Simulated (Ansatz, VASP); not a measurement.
Two plane-wave programs on CaAl4O

```
Ca Al O
1.0
     0.00000    3.84917    3.84917
     3.84917    0.00000    3.84917
     3.84917    3.84917    0.00000
Ca Al O
1 4 1
Cartesian
  0.0000 0.0000 0.0000
  2.8816 2.8816 4.8167
  2.8816 4.8167 2.8816
  4.8167 2.8816 2.8816
  4.8167 4.8167 4.8167
  1.9246 1.9246 1.9246
```

Change from the starting cell: species swapped into the MgBe4Cu type (F-43m, No. 216).

Alike in both runs: task relaxation of cell and atoms; functional PBE; k mesh 8 × 8 × 8; occupations gaussian, width 0.1 eV; no spin polarisation.

|  | VASP | Ansatz |
| --- | --- | --- |
| version | VASP 6.6.1 | Ansatz 0.2.0 |
| potentials or method | VASP PAW PBE potentials, release 64 (Ca_sv, Al, O), cutoff 600 eV | scalar-relativistic, plane waves, PAW |
| valence electrons in the cell | 28 | 28 |

```csv
,VASP,Ansatz,Ansatz less VASP
"gap on the k mesh at the Fermi level, each at its own relaxed structure (eV)",none,none,-
relaxed volume (Å³/atom),19.17,19.17,-0.001
relaxed length of the cell vector where the two differ most in proportion (Å),5.458,5.458,-0.0001
```

A gap of «none» marks a metal or a gap that the smearing closes.

Noted on VASP's run: too few bands were computed for a metal, which touches its energy and stress.
